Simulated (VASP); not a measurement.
# GeS (Pnma) in VASP: single point with r2SCAN

Aim: the single point of GeS with r2SCAN.

Everything below comes from runs of VASP 6.6.1. Logs are shortened: lines on timing, memory, paths and dates and some standing lists are left out, and cuts for length are marked.

## 1. The cell of the first run

The structure is orthorhombic, space group Pnma (No. 62). The conventional cell has a = 10.658 Å, b = 3.592 Å, c = 4.479 Å, α = 90.00°, β = 90.00°, γ = 90.00°. Within 3.2 Å of Ge (site symmetry m) lie 3 S at 2.42 to 2.44 Å. S (site symmetry m) has 3 Ge at 2.42 to 2.44 Å within 3.2 Å.

## 2. Single point, r2SCAN (21.44 Å³/atom)

POSCAR

```
GeS
1.0
   10.6581861125      0.0000000000      0.0000000000
    0.0000000000      3.5920293959      0.0000000000
    0.0000000000      0.0000000000      4.4791520566
Ge S
4 4
Direct
    0.1256970554      0.2500000000      0.1327728480
    0.3743029446      0.7500000000      0.6327728480
    0.6256970554      0.2500000000      0.3672271520
    0.8743029446      0.7500000000      0.8672271520
    0.8464030686      0.2500000000      0.5118799724
    0.6535969314      0.7500000000      0.0118799724
    0.3464030686      0.2500000000      0.9881200276
    0.1535969314      0.7500000000      0.4881200276
```

INCAR.step1

```
PREC = Accurate
ENCUT = 550
ISMEAR = 0
SIGMA = 0.02
LREAL = F
LASPH = T
NELM = 120
NBANDS = 50
GGA = PE
ALGO = Normal
EDIFF = 1E-5
LWAVE = T
LCHARG = F
GGA_COMPAT = F
```

INCAR.step2

```
PREC = Accurate
ENCUT = 550
EDIFF = 1E-6
ISMEAR = 0
SIGMA = 0.02
LREAL = F
LASPH = T
NELM = 120
ALGO = Normal
ISIF = 2
LWAVE = F
LCHARG = T
METAGGA = R2SCAN
LMIXTAU = T
LELF = T
LVHAR = T
NBANDS = 50
ISTART = 1
GGA_COMPAT = F
```

KPOINTS

```
regular mesh
0
Gamma
  4 8 6
```

Potentials or basis: VASP PAW PBE potentials, release 64 (Ge_d, S).

Started as:

```console
> cat potpaw_PBE.64/Ge_d/POTCAR potpaw_PBE.64/S/POTCAR > POTCAR
> cp INCAR.step1 INCAR
> mpirun -np 1 vasp_std > vasp.out
> cp INCAR.step2 INCAR
> mpirun -np 1 vasp_std > vasp.out
```

OUTCAR:

```text
PREC = Accurate
   ENCUT = 550
   EDIFF = 1E-6
   ISMEAR = 0
   LREAL = F
   LASPH = T
   NELM = 120
   ISIF = 2
   METAGGA = R2SCAN
   ISTART = 1

 ion  position               nearest neighbor table
   1  0.126  0.250  0.133-   8 2.42   8 2.42   7 2.44
   2  0.374  0.750  0.633-   7 2.42   7 2.42   8 2.44
   3  0.626  0.250  0.367-   6 2.42   6 2.42   5 2.44
   4  0.874  0.750  0.867-   5 2.42   5 2.42   6 2.44
   5  0.846  0.250  0.512-   4 2.42   4 2.42   3 2.44
   6  0.654  0.750  0.012-   3 2.42   3 2.42   4 2.44
   7  0.346  0.250  0.988-   2 2.42   2 2.42   1 2.44
   8  0.154  0.750  0.488-   1 2.42   1 2.42   2 2.44

  LATTYP: Found a simple orthorhombic cell.
 ALAT       =     3.5920293959
 B/A-ratio  =     1.2469697664
 C/A-ratio  =     2.9671767510

  Lattice vectors:

 A1 = (   0.0000000000,   3.5920293959,   0.0000000000)
 A2 = (   0.0000000000,   0.0000000000,   4.4791520566)
 A3 = (  10.6581861125,   0.0000000000,   0.0000000000)

Analysis of symmetry for initial positions (statically):
=====================================================================
 Subroutine PRICEL returns:
 Original cell was already a primitive cell.

 Routine SETGRP: Setting up the symmetry group for a
 simple orthorhombic supercell.

 Subroutine GETGRP returns: Found  8 space group operations
 (whereof  2 operations were pure point group operations)
 out of a pool of  8 trial point group operations.

The static configuration has the point symmetry S_2 .
 The point group associated with its full space group is D_2h.

Analysis of symmetry for dynamics (positions and initial velocities):
=====================================================================
 Subroutine PRICEL returns:
 Original cell was already a primitive cell.

 Routine SETGRP: Setting up the symmetry group for a
 simple orthorhombic supercell.

 Subroutine GETGRP returns: Found  8 space group operations
 (whereof  2 operations were pure point group operations)
 out of a pool of  8 trial point group operations.

The dynamic configuration has the point symmetry S_2 .
 The point group associated with its full space group is D_2h.

 Subroutine INISYM returns: Found  8 space group operations
 (whereof  2 operations are pure point group operations),
 and found     1 'primitive' translations

----------------------------------------------------------------------------------------

                                     Primitive cell

  volume of cell :     171.4822

  direct lattice vectors                    reciprocal lattice vectors
    10.658186112  0.000000000  0.000000000     0.093824595  0.000000000  0.000000000
     0.000000000  3.592029396  0.000000000     0.000000000  0.278394158  0.000000000
     0.000000000  0.000000000  4.479152057     0.000000000  0.000000000  0.223256542

  length of vectors
    10.658186112  3.592029396  4.479152057     0.093824595  0.278394158  0.223256542

  position of ions in fractional coordinates (direct lattice)
     0.125697055  0.250000000  0.132772848
     0.374302945  0.750000000  0.632772848
     0.625697055  0.250000000  0.367227152
     0.874302945  0.750000000  0.867227152
     0.846403069  0.250000000  0.511879972
     0.653596931  0.750000000  0.011879972
     0.346403069  0.250000000  0.988120028
     0.153596931  0.750000000  0.488120028

  ion indices of the primitive-cell ions
   primitive index   ion index
                 1           1
                 2           2
                 3           3
                 4           4
                 5           5
                 6           6
                 7           7
                 8           8

----------------------------------------------------------------------------------------

 KPOINTS: regular mesh

Automatic generation of k-mesh.
 Grid dimensions read from file:
 generate k-points for:    4    8    6

 Generating k-lattice:

  Cartesian coordinates                     Fractional coordinates (reciprocal lattice)
     0.023456149  0.000000000  0.000000000     0.250000000  0.000000000  0.000000000
     0.000000000  0.034799270  0.000000000     0.000000000  0.125000000  0.000000000
     0.000000000  0.000000000  0.037209424     0.000000000  0.000000000  0.166666667

  Length of vectors
     0.023456149  0.034799270  0.037209424

  Shift w.r.t. Gamma in fractional coordinates (k-lattice)
     0.000000000  0.000000000  0.000000000

 Subroutine IBZKPT returns following result:
 ===========================================

 Found     60 irreducible k-points:

 Following reciprocal coordinates:
            Coordinates               Weight
  0.000000  0.000000  0.000000      1.000000
  0.250000  0.000000  0.000000      2.000000
  0.500000  0.000000  0.000000      1.000000
  0.000000  0.125000  0.000000      2.000000
  0.250000  0.125000  0.000000      4.000000
  0.500000  0.125000  0.000000      2.000000
[... 16 lines left out ...]
  0.250000  0.250000  0.166667      8.000000
  0.500000  0.250000  0.166667      4.000000
 [... further k-points ...]
   k-points           NKPTS =     60   k-points in BZ     NKDIM =     60   number of bands    NBANDS=     50
   number of dos      NEDOS =    301   number of ions     NIONS =      8
   total plane-waves  NPLWV =  84672
   dimension x,y,z NGX =    84 NGY =   28 NGZ =   36
   dimension x,y,z NGXF=   168 NGYF=   56 NGZF=   72
   ions per type =               4   4
   NGX,Y,Z   is equivalent  to a cutoff of  13.10, 12.96, 13.36 a.u.
   NGXF,Y,Z  is equivalent  to a cutoff of  26.20, 25.92, 26.72 a.u.
 SYSTEM =  unknown system
   PREC   = accura    normal or accurate (medium, high low for compatibility)
   ISTART =      1    job   : 0-new  1-cont  2-samecut
   ICHARG =      0    charge: 1-file 2-atom 10-const
   ISPIN  =      1    spin polarized calculation?
   LNONCOLLINEAR =      F non collinear calculations
   LSORBIT =      F    spin-orbit coupling
   LASPH  =      T    aspherical Exc in radial PAW
   ENCUT  =  550.0 eV  40.42 Ry    6.36 a.u.  20.38  6.87  8.57*2*pi/ulx,y,z
   NELM   =    120;   NELMIN=  2; NELMDL=  0     # of ELM steps
   EDIFF  = 0.1E-05   stopping-criterion for ELM
   LREAL  =      F    real-space projection
   EDIFFG = 0.1E-04   stopping-criterion for IOM
   NSW    =      0    number of steps for IOM
   IBRION =     -1    ionic relax: 0-MD 1-quasi-New 2-CG
   NFREE  =      0    steps in history (QN), initial steepest desc. (CG)
   ISIF   =      2    stress and relaxation
   ISYM   =      2    0-nonsym 1-usesym 2-fastsym
   POTIM  = 0.5000    time-step for ionic-motion
   TEBEG  =    0.0;   TEEND  =   0.0 temperature during run
   PSTRESS=    0.0 pullay stress
   NELECT =      80.0000    total number of electrons
   NUPDOWN=      -1.0000    fix difference up-down
   EMIN   =  10.00;   EMAX   =-10.00  energy-range for DOS
   EFERMI =   0.00;   METHOD = LEGACY
   ISMEAR =     0;   SIGMA  =   0.02  broadening in eV -4-tet -1-fermi 0-gaus
   EFERMI_NEDOS =   21; number of points for ismear=-14 and -15
   IALGO  =     38    algorithm
   IMIX   =      4    mixing-type and parameters
     AMIX     =   0.40;   BMIX     =  1.00
     AMIX_MAG =   1.60;   BMIX_MAG =  1.00
  volume/ion in A,a.u.               =      21.44       144.65
  Fermi-wavevector in a.u.,A,eV,Ry     =   1.269692  2.399371 21.934205  1.612119
  Thomas-Fermi vector in A             =   2.402720
   LORBIT       =      0    0 simple, 1 ext, 2 COOP (PROOUT), +10 PAW based schemes
   METAGGA = R2SCAN    functional components
   LHFCALC =     F    Hartree Fock is set to
   AEXX    =    0.0000 exact exchange contribution
   IVDW    =     0    specifies the selected vdW correction
   LEPSILON=     F    determine dielectric tensor
   LRPA    =     F    only Hartree local field effects (RPA)
 non-spin polarized calculation
 Gauss-broadening in eV      SIGMA  =   0.02
  energy-cutoff  :      550.00
  volume of cell :      171.48
 maximum number of plane-waves:      5060
 NGX is ok and might be reduce to    84
   NGX = 41   NGY = 13   NGZ = 17

 number of electron      79.9999983 magnetization

 Free energy of the ion-electron system (eV)
  ---------------------------------------------------
  ext. energy  EPLUGINS =         0.00000000
  ---------------------------------------------------
  free energy    TOTEN  =       -89.59013247 eV

  energy without entropy =      -89.59013247  energy(sigma->0) =      -89.59013247

 E-fermi :   4.6756     XC(G=0): -10.5250

 val. band max:        4.5516041194   @ k =   0.0000   0.0000   0.0000
 cond. band min:       5.8695240054   @ k =   0.0000   0.0000   0.0000
 fundamental gap:      1.3179198860
 Fermi energy:         4.6755831236

 k-point     1 :       0.0000    0.0000    0.0000
  band No.  band energies     occupation
      1     -20.6888      2.00000
      2     -20.6855      2.00000
      3     -20.6788      2.00000
      4     -20.6764      2.00000
      5     -20.6729      2.00000
      6     -20.6719      2.00000
[... 42 lines left out ...]
     49      10.3471      0.00000
     50      10.8754      0.00000

 k-point     2 :       0.2500    0.0000    0.0000
  band No.  band energies     occupation
      1     -20.6884      2.00000
      2     -20.6861      2.00000
      3     -20.6783      2.00000
      4     -20.6766      2.00000
      5     -20.6728      2.00000
      6     -20.6721      2.00000
[... 42 lines left out ...]
     49      10.5220      0.00000
     50      10.5581      0.00000

 k-point     3 :       0.5000    0.0000    0.0000
  band No.  band energies     occupation
      1     -20.6874      2.00000
      2     -20.6874      2.00000
      3     -20.6774      2.00000
      4     -20.6774      2.00000
      5     -20.6725      2.00000
      6     -20.6725      2.00000
[... 42 lines left out ...]
     49      10.1750      0.00000
     50      10.1750      0.00000

 k-point     4 :       0.0000    0.1250    0.0000
  band No.  band energies     occupation
      1     -20.6866      2.00000
      2     -20.6839      2.00000
      3     -20.6766      2.00000
      4     -20.6752      2.00000
      5     -20.6734      2.00000
      6     -20.6733      2.00000
[... 999 lines left out ...]
 k-point    23 :       0.2500    0.2500    0.1667
  band No.  band energies     occupation
      1     -20.6824      2.00000
      2     -20.6815      2.00000
      3     -20.6781      2.00000
      4     -20.6775      2.00000
      5     -20.6720      2.00000
      6     -20.6717      2.00000
[... 42 lines left out ...]
     49       9.3060      0.00000
     50      10.0186      0.00000

 k-point    24 :       0.5000    0.2500    0.1667
  band No.  band energies     occupation
      1     -20.6820      2.00000
      2     -20.6820      2.00000
      3     -20.6778      2.00000
      4     -20.6778      2.00000
      5     -20.6719      2.00000
      6     -20.6719      2.00000
[... 42 lines left out ...]
     49       9.6103      0.00000
     50       9.6103      0.00000

 [... further k-points ...]

------------------------ aborting loop because EDIFF is reached ----------------------------------------

  FORCE on cell =-STRESS in cart. coord.  units (eV):
  Direction    XX          YY          ZZ          XY          YZ          ZX
  --------------------------------------------------------------------------------------
  -------------------------------------------------------------------------------------
  Total        0.6031632      0.6929953      0.6964323      0.0000000     -0.0000000      0.0000000
  in kB        5.6354220      6.4747330      6.5068455      0.0000000     -0.0000000      0.0000000
  external PRESSURE =       6.2056668 kB  Pullay stress =       0.0000000 kB

 VOLUME and BASIS-vectors are now :
 -----------------------------------------------------------------------------
  energy-cutoff  :      550.00
  volume of cell :      171.48
      direct lattice vectors                 reciprocal lattice vectors
    10.658186112  0.000000000  0.000000000     0.093824595  0.000000000  0.000000000
     0.000000000  3.592029396  0.000000000     0.000000000  0.278394158  0.000000000
     0.000000000  0.000000000  4.479152057     0.000000000  0.000000000  0.223256542

 POSITION                                       TOTAL-FORCE (eV/Angst)
 -----------------------------------------------------------------------------------
      1.33970      0.89801      0.59471         0.015922      0.000000     -0.005049
      3.98939      2.69402      2.83429        -0.015922     -0.000000     -0.005049
      6.66880      0.89801      1.64487         0.015922      0.000000      0.005049
      9.31848      2.69402      3.88444        -0.015922     -0.000000      0.005049
      9.02112      0.89801      2.29279        -0.006456      0.000000     -0.009943
      6.96616      2.69402      0.05321         0.006456      0.000000     -0.009943
      3.69203      0.89801      4.42594        -0.006456     -0.000000      0.009943
      1.63706      2.69402      2.18636         0.006456      0.000000      0.009943
 -----------------------------------------------------------------------------------
    total drift:                                0.000000     -0.000000     -0.000000

  FREE ENERGIE OF THE ION-ELECTRON SYSTEM (eV)
  ---------------------------------------------------
  free  energy   TOTEN  =       -89.5901324727 eV

  energy  without entropy=      -89.5901324727  energy(sigma->0) =      -89.59013247
```

It took 33 min on 1 thread of Oxide Virtual Turin-like, shared host; peak memory 0.54 GiB.

Results:

| Property | Result |
| --- | --- |
| Free energy | -89.5901 eV |
| Pressure | 0.6 GPa |
| Largest force | 0.017 eV/Å |
| Band gap on the k mesh | 1.32 eV |

Forces on the atoms (eV/Å):
```
Ge   0.016  0.000 -0.005
Ge  -0.016  0.000 -0.005
Ge   0.016  0.000  0.005
Ge  -0.016  0.000  0.005
S   -0.006  0.000 -0.010
S    0.006  0.000 -0.010
S   -0.006  0.000  0.010
S    0.006  0.000  0.010
```

Caveat: the PAW data sets were made with another functional, which shifts forces and pressure a little. A k mesh can miss the band edges.
